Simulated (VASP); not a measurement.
# Rh (Fm-3m) in VASP: notebook, part 2 of 2

VASP 6.6.1. The steps go on from the part before.

### Step 4. Single point, r2SCAN

Input file POSCAR:

```
Rh
1.0
    0.0000000000      1.8978500000      1.8978500000
    1.8978500000      0.0000000000      1.8978500000
    1.8978500000      1.8978500000      0.0000000000
Rh
1
Direct
    0.0000000000      0.0000000000      0.0000000000
```

Input file INCAR.step1:

```
PREC     = Accurate       # precision mode
ENCUT    = 580            # plane-wave cutoff, eV
ISMEAR   = -1             # smearing method
SIGMA    = 0.05           # smearing width, eV
LREAL    = F              # projectors in reciprocal space
LASPH    = T              # aspherical terms in the spheres
NELM     = 120            # most SCF steps
NBANDS   = 14             # bands
GGA      = PE             # functional
ALGO     = Normal         # electronic algorithm
EDIFF    = 1E-5           # SCF threshold, eV
LWAVE    = T              # write WAVECAR
LCHARG   = F              # write CHGCAR
GGA_COMPAT= F
```

Input file INCAR.step2:

```
PREC     = Accurate       # precision mode
ENCUT    = 580            # plane-wave cutoff, eV
EDIFF    = 1E-6           # SCF threshold, eV
ISMEAR   = -1             # smearing method
SIGMA    = 0.05           # smearing width, eV
LREAL    = F              # projectors in reciprocal space
LASPH    = T              # aspherical terms in the spheres
NELM     = 120            # most SCF steps
ALGO     = Normal         # electronic algorithm
ISIF     = 2              # what is computed and relaxed
LWAVE    = F              # write WAVECAR
LCHARG   = F              # write CHGCAR
METAGGA  = R2SCAN         # meta-GGA
LMIXTAU  = T            
NBANDS   = 14             # bands
ISTART   = 1            
GGA_COMPAT= F
```

Input file KPOINTS:

```
regular mesh
0
Gamma
  7 7 7
```

Potentials or basis: VASP PAW PBE potentials, release 64 (Rh_sv_GW).

The run is started by

```console
$ cat potpaw_PBE.64/Rh_sv_GW/POTCAR > POTCAR
$ cp INCAR.step1 INCAR
$ mpirun -np 1 vasp_std > vasp.out
$ cp INCAR.step2 INCAR
$ mpirun -np 1 vasp_std > vasp.out
```

OUTCAR:

```text
PREC = Accurate
   ENCUT = 580
   EDIFF = 1E-6
   ISMEAR = -1
   LREAL = F
   LASPH = T
   NELM = 120
   ISIF = 2
   METAGGA = R2SCAN
   ISTART = 1

 ion  position               nearest neighbor table
   1  0.000  0.000  0.000-

  LATTYP: Found a face centered cubic cell.
 ALAT       =     3.7957000000

  Lattice vectors:

 A1 = (   0.0000000000,   1.8978500000,   1.8978500000)
 A2 = (   1.8978500000,   0.0000000000,   1.8978500000)
 A3 = (   1.8978500000,   1.8978500000,   0.0000000000)

Analysis of symmetry for initial positions (statically):
[... 33 lines left out ...]
                                     Primitive cell

  volume of cell :      13.6715

  direct lattice vectors                    reciprocal lattice vectors
     0.000000000  1.897850000  1.897850000    -0.263456016  0.263456016  0.263456016
     1.897850000  0.000000000  1.897850000     0.263456016 -0.263456016  0.263456016
     1.897850000  1.897850000  0.000000000     0.263456016  0.263456016 -0.263456016

  length of vectors
     2.683965209  2.683965209  2.683965209     0.456319205  0.456319205  0.456319205

  position of ions in fractional coordinates (direct lattice)
     0.000000000  0.000000000  0.000000000

  ion indices of the primitive-cell ions
   primitive index   ion index
                 1           1

----------------------------------------------------------------------------------------

 KPOINTS: regular mesh

Automatic generation of k-mesh.
 Grid dimensions read from file:
 generate k-points for:    7    7    7

 Generating k-lattice:

  Cartesian coordinates                     Fractional coordinates (reciprocal lattice)
    -0.037636574  0.037636574  0.037636574     0.142857143  0.000000000  0.000000000
     0.037636574 -0.037636574  0.037636574     0.000000000  0.142857143  0.000000000
     0.037636574  0.037636574 -0.037636574     0.000000000  0.000000000  0.142857143

  Length of vectors
     0.065188458  0.065188458  0.065188458

[... 72 lines left out ...]
   LORBIT       =      0    0 simple, 1 ext, 2 COOP (PROOUT), +10 PAW based schemes
   METAGGA = R2SCAN    functional components
   LHFCALC =     F    Hartree Fock is set to
   AEXX    =    0.0000 exact exchange contribution
   IVDW    =     0    specifies the selected vdW correction
   LEPSILON=     F    determine dielectric tensor
   LRPA    =     F    only Hartree local field effects (RPA)
 non-spin polarized calculation
  energy-cutoff  :      580.00
  volume of cell :       13.67
 maximum number of plane-waves:       444
 NGX is ok and might be reduce to    24
   NGX = 11   NGY = 11   NGZ = 11

 number of electron      17.0000001 magnetization

 Free energy of the ion-electron system (eV)
  ---------------------------------------------------
  ext. energy  EPLUGINS =         0.00000000
  ---------------------------------------------------
  free energy    TOTEN  =       -23.35250600 eV

  energy without entropy =      -23.34675830  energy(sigma->0) =      -23.34963215

 E-fermi :  10.8611     XC(G=0): -15.3053

 val. band max:       10.7893901593   @ k =  -0.4286   0.4286   0.0000
 cond. band min:      10.9213060697   @ k =   0.4286   0.0000   0.0000
 fundamental gap:      0.1319159104
 Fermi energy:        10.8611345340

 k-point     1 :       0.0000    0.0000    0.0000
  band No.  band energies     occupation
      1     -70.3902      2.00000
      2     -37.0114      2.00000
      3     -37.0114      2.00000
      4     -37.0114      2.00000
      5       2.6005      2.00000
      6       7.6007      2.00000
      7       7.6007      2.00000
      8       7.6007      2.00000
      9       9.7067      2.00000
     10       9.7067      2.00000
     11      27.2409      0.00000
     12      32.9270      0.00000
     13      32.9270      0.00000
     14      32.9270      0.00000
[... 309 lines left out ...]
      1     -70.2258      2.00000
      2     -37.5678      2.00000
      3     -37.5194      2.00000
      4     -37.2720      2.00000
      5       5.5648      2.00000
      6       6.3217      2.00000
      7       7.4685      2.00000
      8       9.5724      2.00000
      9      11.5086      0.00000
     10      19.7066      0.00000
     11      20.4764      0.00000
     12      23.3404      0.00000
     13      26.0546      0.00000
     14      35.2031      0.00000

------------------------ aborting loop because EDIFF is reached ----------------------------------------

  FORCE on cell =-STRESS in cart. coord.  units (eV):
  Direction    XX          YY          ZZ          XY          YZ          ZX
  --------------------------------------------------------------------------------------
  -------------------------------------------------------------------------------------
  Total       -0.1417973     -0.1417973     -0.1417973     -0.0000000     -0.0000000      0.0000000
  in kB      -16.6173899    -16.6173899    -16.6173899     -0.0000000     -0.0000000      0.0000000
  external PRESSURE =     -16.6173899 kB  Pullay stress =       0.0000000 kB

 VOLUME and BASIS-vectors are now :
 -----------------------------------------------------------------------------
  energy-cutoff  :      580.00
  volume of cell :       13.67
      direct lattice vectors                 reciprocal lattice vectors
     0.000000000  1.897850000  1.897850000    -0.263456016  0.263456016  0.263456016
     1.897850000  0.000000000  1.897850000     0.263456016 -0.263456016  0.263456016
     1.897850000  1.897850000  0.000000000     0.263456016  0.263456016 -0.263456016

 POSITION                                       TOTAL-FORCE (eV/Angst)
 -----------------------------------------------------------------------------------
      0.00000      0.00000      0.00000         0.000000      0.000000     -0.000000
 -----------------------------------------------------------------------------------
    total drift:                                0.000000      0.000000     -0.000000

  FREE ENERGIE OF THE ION-ELECTRON SYSTEM (eV)
  ---------------------------------------------------
  free  energy   TOTEN  =       -23.3525059996 eV

  energy  without entropy=      -23.3467583023  energy(sigma->0) =      -23.34963215
```

OSZICAR.step1:

```text
N       E                     dE             d eps       ncg     rms          rms(c)
DAV:   1     0.274693159740E+03    0.27469E+03   -0.10462E+04   566   0.162E+03
DAV:   2     0.766994721447E+01   -0.26702E+03   -0.24524E+03   560   0.663E+02
DAV:   3    -0.717828872630E+01   -0.14848E+02   -0.13948E+02   822   0.149E+02
DAV:   4    -0.752204129695E+01   -0.34375E+00   -0.34365E+00   630   0.266E+01
DAV:   5    -0.754603042190E+01   -0.23989E-01   -0.23989E-01   972   0.671E+00    0.568E+01
DAV:   6    -0.650804101031E+01    0.10380E+01   -0.20463E+00   876   0.335E+01    0.253E+01
DAV:   7    -0.647053774793E+01    0.37503E-01   -0.80170E-02   912   0.412E+00    0.697E+00
DAV:   8    -0.646591532483E+01    0.46224E-02   -0.21030E-02   676   0.404E+00    0.129E+00
DAV:   9    -0.646577097339E+01    0.14435E-03   -0.10638E-03   894   0.810E-01    0.374E-01
DAV:  10    -0.646572042895E+01    0.50544E-04   -0.50121E-05   692   0.961E-02    0.280E-02
DAV:  11    -0.646572101841E+01   -0.58946E-06   -0.37710E-06   346   0.381E-02
   1 F= -.64657210E+01 E0= -.64622439E+01  d E =-.695424E-02
```

Run time: 15 s. Hardware: 1 thread of Intel Xeon 6975P-C (Granite Rapids), shared host; peak memory 0.15 GiB.

What came out:

```yaml
Free_energy: -23.3525 eV
Pressure: -1.7 GPa
```

Levels at points of the mesh, in eV from the Fermi level:
| k point | band 5 | band 6 | band 7 | band 8 | band 9 | band 10 | band 11 | band 12 |
| --- | --- | --- | --- | --- | --- | --- | --- | --- |
| (0.00, 0.00, 0.00) | -8.26 | -3.26 | -3.26 | -3.26 | -1.15 | -1.15 | 16.38 | 22.07 |

Caveat: the k points lie up to 0.41 Å⁻¹ apart; the PAW data sets were made with another functional, which shifts forces and pressure a little.

### Step 5. Single point, LDA

This run uses another cell than the first one, of 12.85 Å³/atom, 0.940 times its volume.

Input file INCAR:

```
  PREC = Accurate
  ENCUT = 530
  EDIFF = 1E-6
  ISMEAR = -1
  SIGMA = 0.05
  LREAL = F
  LASPH = T
  NELM = 120
  ALGO = Normal
  ISIF = 2
  LWAVE = F
  LCHARG = F
  GGA = CA
  NBANDS = 14
  GGA_COMPAT = F
```

Input file KPOINTS:

```
regular mesh
0
Gamma
  12 12 12
```

Input file POSCAR:

```
Rh
1.0
    0.0000000000      1.8591074964      1.8591074964
    1.8591074964      0.0000000000      1.8591074964
    1.8591074964      1.8591074964      0.0000000000
Rh
1
Direct
    0.0000000000      0.0000000000      0.0000000000
```

Potentials or basis: VASP PAW LDA potentials, release 64 (Rh_sv_GW).

The run is started by

```console
$ cat potpaw_LDA.64/Rh_sv_GW/POTCAR > POTCAR
$ mpirun -np 1 vasp_std > vasp.out
```

Wall time 8.9 s (1 thread of AMD EPYC 9R45 (Zen 5), shared host); peak memory 0.1 GiB.

It converged, with:

| Item | Value |
| --- | --- |
| Free energy | -7.8215 eV |
| Pressure | 7.6 GPa |

Levels at points of the mesh, in eV from the Fermi level:
| k point | band 4 | band 5 | band 6 | band 7 | band 8 | band 9 | band 10 | band 11 | band 12 | band 13 |
| --- | --- | --- | --- | --- | --- | --- | --- | --- | --- | --- |
| (0.00, 0.00, 0.00) | -46.31 | -8.55 | -3.48 | -3.48 | -3.48 | -1.12 | -1.12 | 15.64 | 21.29 | 21.29 |
| (0.50, 0.00, 0.00) | -46.43 | -6.79 | -3.57 | -3.57 | 0.61 | 0.63 | 0.63 | 9.29 | 15.23 | 21.41 |
| (0.50, 0.50, 0.00) | -46.65 | -7.04 | -6.66 | 0.61 | 1.09 | 1.09 | 3.28 | 13.10 | 13.52 | 13.52 |

### Step 6. The runs side by side

```csv
task,level,potentials or basis,cell,k mesh,cutoff (eV),second run,gap on the mesh (eV),pressure (GPa)
relaxation of cell and atoms,LDA,"VASP PAW LDA potentials, release 64 (Rh_pv)","relaxed from a = 2.684 Å, angles 60.0°, 1 atom",12 × 12 × 12,600,-,none,-0.1
single point,r2SCAN,"VASP PAW PBE potentials, release 64 (Rh_sv_GW)","a = 2.719 Å, angles 60.0°, 1 atom",12 × 12 × 12,580,valence_matched,none,-10.9
single point,r2SCAN,"VASP PAW PBE potentials, release 64 (Rh_sv_GW)","a = 2.684 Å, angles 60.0°, 1 atom",7 × 7 × 7,580,valence_matched,none,-1.7
single point,LDA,"VASP PAW LDA potentials, release 64 (Rh_sv_GW)","a = 2.629 Å, angles 60.0°, 1 atom",12 × 12 × 12,530,valence_matched,none,7.6
```

Alike in all rows: no spin polarisation; smearing fermi-dirac 0.05 eV.

Caveats: some runs use coarse meshes; the PAW data sets were made with another functional, which shifts forces and pressure a little (some runs).

Total energies depend on the potentials used, so only differences within one code and one set of settings carry meaning.
